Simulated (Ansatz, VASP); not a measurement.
**Mg2C3: VASP beside Ansatz**

```
CELL_PARAMETERS angstrom
2.38702 -2.33941 -0.00634
2.38702 2.33941 -0.00634
-1.22536 0.00000 4.85842
ATOMIC_POSITIONS crystal
Mg 0.80824 0.80824 0.19843
Mg 0.19176 0.19176 0.80157
C 0.30417 0.30417 0.26146
C 0.69583 0.69583 0.73854
C 0.50000 0.50000 0.50000
```

Alike in both runs: task single point; functional r2SCAN; k mesh 10 × 10 × 6; occupations gaussian, width 0.05 eV; no spin polarisation.

|  | VASP | Ansatz |
| --- | --- | --- |
| version | VASP 6.6.1 | Ansatz 0.2.0 |
| potentials or method | VASP PAW PBE potentials, release 64 (Mg_sv, C), cutoff 750 eV | scalar-relativistic, plane waves, PAW |
| valence electrons in the cell | 32 | 32 |

```csv
,VASP,Ansatz,Ansatz less VASP
gap on the k mesh at the Fermi level (eV),1.87,1.87,-0.004
least direct gap on the mesh (eV),2.65,2.65,-0.009
pressure (GPa),-0.3,0.0,+0.28
"traceless stress, the component that is largest in VASP (GPa)",0.28,0.00,-0.279
rms of the force components (eV/Å),0.026,0.001,-0.0247
```

VASP's potentials were made for PBE, not for r2SCAN. Atom by atom the forces differ by 0.027 eV/Å (rms over components).
